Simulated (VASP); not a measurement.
# InAs (F-43m) in VASP: single point with r2SCAN

Aim: the single point of InAs with r2SCAN.

All numbers are computed with VASP 6.6.1; they aren't measurements. Logs are shortened: lines on timing, memory, paths and dates and some standing lists are left out, and cuts for length are marked.

**1. The cell of the first run**

Symmetry: F-43m, No. 216, cubic system. Conventional cell: a = 6.058 Å, b = 6.058 Å, c = 6.058 Å, α = 90.00°, β = 90.00°, γ = 90.00°. In (site symmetry -43m) has 4 As at 2.62 Å within 3.5 Å. Within 3.5 Å of As (site symmetry -43m) lie 4 In at 2.62 Å.

**2. Single point, r2SCAN, non-collinear spin, zero start, spin-orbit coupling**

Input file POSCAR:

```
InAs
1.0
    0.0000000000      3.0291500000      3.0291500000
    3.0291500000      0.0000000000      3.0291500000
    3.0291500000      3.0291500000      0.0000000000
In As
1 1
Direct
    0.0000000000      0.0000000000      0.0000000000
    0.2500000000      0.2500000000      0.2500000000
```

Input file INCAR.step1:

```
SYSTEM = InAs
ALGO     = Normal         ! electronic algorithm
EDIFF    = 1E-4           ! SCF threshold, eV
ENCUT    = 520            ! plane-wave cutoff, eV
GGA      = PE             ! functional
GGA_COMPAT= .FALSE.      
ISMEAR   = 0              ! smearing method
LASPH    = .TRUE.         ! aspherical terms in the spheres
LCHARG   = .FALSE.        ! write CHGCAR
LNONCOLLINEAR= .TRUE.         ! non-collinear magnetism
LREAL    = .FALSE.        ! projectors in reciprocal space
LSORBIT  = .TRUE.         ! spin-orbit coupling
LWAVE    = .TRUE.         ! write WAVECAR
MAGMOM   = 0 0 0 0 0 0    ! initial moments
NBANDS   = 30             ! bands
NELM     = 150            ! most SCF steps
PREC     = Accurate       ! precision mode
SIGMA    = 0.01           ! smearing width, eV
```

Input file INCAR.step2:

```
SYSTEM = InAs
ALGO     = Normal         ! electronic algorithm
EDIFF    = 1E-6           ! SCF threshold, eV
ENCUT    = 520            ! plane-wave cutoff, eV
GGA_COMPAT= .FALSE.      
ISIF     = 2              ! what is computed and relaxed
ISMEAR   = 0              ! smearing method
ISTART   = 1            
LASPH    = .TRUE.         ! aspherical terms in the spheres
LCHARG   = .TRUE.         ! write CHGCAR
LMIXTAU  = .TRUE.       
LNONCOLLINEAR= .TRUE.         ! non-collinear magnetism
LORBIT   = 11             ! projections on sites
LORBMOM  = .TRUE.       
LREAL    = .FALSE.        ! projectors in reciprocal space
LSORBIT  = .TRUE.         ! spin-orbit coupling
LVHAR    = .TRUE.       
LWAVE    = .FALSE.        ! write WAVECAR
MAGMOM   = 0 0 0 0 0 0    ! initial moments
METAGGA  = R2SCAN         ! meta-GGA
NBANDS   = 30             ! bands
NELM     = 150            ! most SCF steps
PREC     = Accurate       ! precision mode
SIGMA    = 0.01           ! smearing width, eV
```

Input file KPOINTS:

```
k-points
0
G
  10 10 10
  0 0 0
```

Potentials or basis: VASP PAW PBE potentials, release 64 (In_d, As).

Run with:

```
> cat potpaw_PBE.64/In_d/POTCAR potpaw_PBE.64/As/POTCAR > POTCAR
> cp INCAR.step1 INCAR
> mpirun -np 1 vasp_ncl > vasp.out
> cp INCAR.step2 INCAR
> mpirun -np 1 vasp_ncl > vasp.out
```

OUTCAR:

```text
SYSTEM = InAs
   EDIFF = 1E-6
   ENCUT = 520
   ISIF = 2
   ISMEAR = 0
   ISTART = 1
   LASPH = .TRUE.
   LNONCOLLINEAR = .TRUE.
   LORBIT = 11
   LREAL = .FALSE.
   LSORBIT = .TRUE.
   METAGGA = R2SCAN
   NELM = 150
   PREC = Accurate

 ion  position               nearest neighbor table
   1  0.000  0.000  0.000-   2 2.62   2 2.62   2 2.62   2 2.62
   2  0.250  0.250  0.250-   1 2.62   1 2.62   1 2.62   1 2.62

  LATTYP: Found a face centered cubic cell.
 ALAT       =     6.0583000000

  Lattice vectors:

 A1 = (   0.0000000000,   3.0291500000,   3.0291500000)
 A2 = (   3.0291500000,   0.0000000000,   3.0291500000)
 A3 = (   3.0291500000,   3.0291500000,   0.0000000000)

Analysis of symmetry for initial positions (statically):
=====================================================================
 Subroutine PRICEL returns:
 Original cell was already a primitive cell.

 Routine SETGRP: Setting up the symmetry group for a
 face centered cubic supercell.

 Subroutine GETGRP returns: Found 24 space group operations
 (whereof 24 operations were pure point group operations)
 out of a pool of 48 trial point group operations.

The static configuration has the point symmetry T_d .

Analysis of symmetry for dynamics (positions and initial velocities):
=====================================================================
 Subroutine PRICEL returns:
 Original cell was already a primitive cell.

 Routine SETGRP: Setting up the symmetry group for a
 face centered cubic supercell.

 Subroutine GETGRP returns: Found 24 space group operations
 (whereof 24 operations were pure point group operations)
 out of a pool of 48 trial point group operations.

The dynamic configuration has the point symmetry T_d .

Analysis of structural, dynamic, and magnetic symmetry:
=====================================================================
 Subroutine PRICEL returns:
 Original cell was already a primitive cell.

 Routine SETGRP: Setting up the symmetry group for a
 face centered cubic supercell.

 Subroutine GETGRP returns: Found 24 space group operations
 (whereof 24 operations were pure point group operations)
 out of a pool of 48 trial point group operations.

The overall configuration has the point symmetry T_d .

 Subroutine INISYM returns: Found 24 space group operations
 (whereof 24 operations are pure point group operations),
 and found     1 'primitive' translations

----------------------------------------------------------------------------------------

                                     Primitive cell

  volume of cell :      55.5894

  direct lattice vectors                    reciprocal lattice vectors
     0.000000000  3.029150000  3.029150000    -0.165062806  0.165062806  0.165062806
     3.029150000  0.000000000  3.029150000     0.165062806 -0.165062806  0.165062806
     3.029150000  3.029150000  0.000000000     0.165062806  0.165062806 -0.165062806

  length of vectors
     4.283865012  4.283865012  4.283865012     0.285897167  0.285897167  0.285897167

  position of ions in fractional coordinates (direct lattice)
     0.000000000  0.000000000  0.000000000
     0.250000000  0.250000000  0.250000000

  ion indices of the primitive-cell ions
   primitive index   ion index
                 1           1
                 2           2

----------------------------------------------------------------------------------------

 KPOINTS: k-points

Automatic generation of k-mesh.
 Grid dimensions read from file:
 generate k-points for:   10   10   10

 Generating k-lattice:

  Cartesian coordinates                     Fractional coordinates (reciprocal lattice)
    -0.016506281  0.016506281  0.016506281     0.100000000  0.000000000  0.000000000
     0.016506281 -0.016506281  0.016506281     0.000000000  0.100000000  0.000000000
     0.016506281  0.016506281 -0.016506281     0.000000000  0.000000000  0.100000000

  Length of vectors
[... 89 lines left out ...]
 maximum number of plane-waves:      3048
   NGX = 15   NGY = 15   NGZ = 15

 number of electron      17.9999990 magnetization       0.0000000      0.0000000     -0.0000000

 number of electron      17.9999990 magnetization       0.0000000     -0.0000000     -0.0000000

 number of electron      17.9999990 magnetization       0.0000000      0.0000000      0.0000000

 Free energy of the ion-electron system (eV)
  ---------------------------------------------------
  ext. energy  EPLUGINS =         0.00000000
  ---------------------------------------------------
  free energy    TOTEN  =       -38.10078132 eV

  energy without entropy =      -38.10078132  energy(sigma->0) =      -38.10078132

 E-fermi :   4.3919     XC(G=0):  -9.6312

 val. band max:        4.3250947865   @ k =   0.0000   0.0000   0.0000
 cond. band min:       4.4350289509   @ k =   0.0000   0.0000   0.0000
 fundamental gap:      0.1099341643
 Fermi energy:         4.3918943962

 k-point     1 :       0.0000    0.0000    0.0000
  band No.  band energies     occupation
      1     -11.0765      1.00000
      2     -11.0765      1.00000
      3     -11.0765      1.00000
      4     -11.0765      1.00000
      5     -10.2863      1.00000
      6     -10.2863      1.00000
[... 781 lines left out ...]
     29      13.4339      0.00000
     30      13.4615      0.00000

 [... further k-points ...]
[... 5 lines left out ...]
  --------------------------------------------------------------------------------------
  -------------------------------------------------------------------------------------
  Total        0.5096976      0.5096976      0.5096976     -0.0000000      0.0000000      0.0000000
  in kB       14.6903069     14.6903069     14.6903069     -0.0000000      0.0000000      0.0000000
  external PRESSURE =      14.6903069 kB  Pullay stress =       0.0000000 kB

 VOLUME and BASIS-vectors are now :
 -----------------------------------------------------------------------------
  energy-cutoff  :      520.00
  volume of cell :       55.59
      direct lattice vectors                 reciprocal lattice vectors
     0.000000000  3.029150000  3.029150000    -0.165062806  0.165062806  0.165062806
     3.029150000  0.000000000  3.029150000     0.165062806 -0.165062806  0.165062806
     3.029150000  3.029150000  0.000000000     0.165062806  0.165062806 -0.165062806

 POSITION                                       TOTAL-FORCE (eV/Angst)
 -----------------------------------------------------------------------------------
      0.00000      0.00000      0.00000        -0.000000     -0.000000     -0.000000
      1.51458      1.51458      1.51458         0.000000      0.000000      0.000000
 -----------------------------------------------------------------------------------
    total drift:                               -0.000000     -0.000000     -0.000000

  FREE ENERGIE OF THE ION-ELECTRON SYSTEM (eV)
  ---------------------------------------------------
  free  energy   TOTEN  =       -38.1007813234 eV

  energy  without entropy=      -38.1007813234  energy(sigma->0) =      -38.10078132

 orbital moment (x)

 # of ion     p       d       tot
 ----------------------------------------
  1         0.000   0.000   0.000
  2        -0.000  -0.000  -0.000
 ----------------------------------------
           -0.000   0.000  -0.000

 orbital moment (y)

 # of ion     p       d       tot
 ----------------------------------------
  1         0.000   0.000   0.000
  2         0.000  -0.000   0.000
 ----------------------------------------
            0.000   0.000   0.000

 orbital moment (z)

 # of ion     p       d       tot
 ----------------------------------------
  1         0.000  -0.000  -0.000
  2         0.000  -0.000  -0.000
 ----------------------------------------
            0.000  -0.000  -0.000

 Spin-Orbit-Coupling matrix elements

 Ion:    1  E_soc:     -0.0686853
 l=   1
     0.0000000    -0.0052051    -0.0052051
    -0.0052051     0.0000000    -0.0052051
    -0.0052051    -0.0052051     0.0000000
 l=   2
     0.0000000    -0.0012677     0.0000000    -0.0012677    -0.0049748
    -0.0012677     0.0000000    -0.0037311    -0.0012677    -0.0012437
     0.0000000    -0.0037311     0.0000000    -0.0037311     0.0000000
    -0.0012677    -0.0012677    -0.0037311     0.0000000    -0.0012437
    -0.0049748    -0.0012437     0.0000000    -0.0012437     0.0000000
 l=   3
     0.0000000     0.0000000     0.0000000     0.0000000     0.0000000     0.0000000     0.0000000
     0.0000000     0.0000000     0.0000000     0.0000000     0.0000000     0.0000000     0.0000000
     0.0000000     0.0000000     0.0000000     0.0000000     0.0000000     0.0000000     0.0000000
     0.0000000     0.0000000     0.0000000     0.0000000     0.0000000     0.0000000     0.0000000
     0.0000000     0.0000000     0.0000000     0.0000000     0.0000000     0.0000000     0.0000000
     0.0000000     0.0000000     0.0000000     0.0000000     0.0000000     0.0000000     0.0000000
     0.0000000     0.0000000     0.0000000     0.0000000     0.0000000     0.0000000     0.0000000

 Ion:    2  E_soc:     -0.0245821
 l=   1
     0.0000000    -0.0040947    -0.0040947
    -0.0040947     0.0000000    -0.0040947
    -0.0040947    -0.0040947     0.0000000
 l=   2
     0.0000000    -0.0000012     0.0000000    -0.0000012    -0.0000012
    -0.0000012     0.0000000    -0.0000009    -0.0000012    -0.0000003
     0.0000000    -0.0000009     0.0000000    -0.0000009     0.0000000
    -0.0000012    -0.0000012    -0.0000009     0.0000000    -0.0000003
    -0.0000012    -0.0000003     0.0000000    -0.0000003     0.0000000
 l=   3
     0.0000000     0.0000000     0.0000000     0.0000000     0.0000000     0.0000000     0.0000000
     0.0000000     0.0000000     0.0000000     0.0000000     0.0000000     0.0000000     0.0000000
     0.0000000     0.0000000     0.0000000     0.0000000     0.0000000     0.0000000     0.0000000
     0.0000000     0.0000000     0.0000000     0.0000000     0.0000000     0.0000000     0.0000000
     0.0000000     0.0000000     0.0000000     0.0000000     0.0000000     0.0000000     0.0000000
     0.0000000     0.0000000     0.0000000     0.0000000     0.0000000     0.0000000     0.0000000
     0.0000000     0.0000000     0.0000000     0.0000000     0.0000000     0.0000000     0.0000000

 total charge

# of ion       s       p       d       tot
------------------------------------------
    1        0.834   0.760   9.891  11.485
    2        1.212   1.615   0.022   2.850
--------------------------------------------------
tot          2.047   2.375   9.913  14.335

 magnetization (x)

# of ion       s       p       d       tot
------------------------------------------
    1       -0.000  -0.000  -0.000  -0.000
    2        0.000   0.000   0.000   0.000
--------------------------------------------------
tot         -0.000   0.000  -0.000  -0.000

 magnetization (y)

# of ion       s       p       d       tot
------------------------------------------
    1        0.000  -0.000   0.000  -0.000
    2        0.000   0.000   0.000   0.000
--------------------------------------------------
tot          0.000  -0.000   0.000  -0.000

 magnetization (z)

# of ion       s       p       d       tot
------------------------------------------
    1       -0.000  -0.000  -0.000  -0.000
    2        0.000   0.000   0.000   0.000
--------------------------------------------------
tot         -0.000   0.000  -0.000  -0.000
```

Wall time 18 min (1 thread of Oxide Virtual Turin-like, shared host); peak memory 0.44 GiB.

What came out:

* Free energy: -38.1008 eV
* Pressure: 1.5 GPa
* Net moment: 0.00 μB per cell
* Valence electrons inside the program's atomic spheres: In 11.48; As 2.85

Moments on the atoms (μB; x, y, z):
```
In  0.00 0.00 0.00
As  0.00 0.00 0.00
```

Caveat: the PAW data sets were made with another functional, which shifts forces and pressure a little.
